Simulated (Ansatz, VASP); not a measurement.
**GaP: VASP beside Ansatz**

```
Ga P
1.0
     0.00000    2.63771    2.63771
     2.63771    0.00000    2.63771
     2.63771    2.63771    0.00000
Ga P
1 1
Direct
  0.00000 0.00000 0.00000
  0.25000 0.25000 0.25000
```

Alike in both runs: task single point; functional PBE; k mesh 8 × 8 × 8; occupations gaussian, width 0.02 eV; no spin polarisation.

```csv
,VASP,Ansatz
version,VASP 6.6.1,Ansatz 0.2.0
potentials or method,"VASP PAW PBE potentials, release 64 (Ga_d, P), cutoff 520 eV","scalar-relativistic, plane waves, PAW"
valence electrons in the cell,18,18
```

|  | VASP | Ansatz | Ansatz less VASP |
| --- | --- | --- | --- |
| gap on the k mesh at the Fermi level (eV) | 1.43 | 1.43 | -0.001 |
| least direct gap on the mesh (eV) | 2.66 | 2.65 | -0.002 |
| pressure (GPa) | 13.0 | 13.1 | +0.17 |

The functional is the same, so the differences come from potentials, cutoffs and numerics.
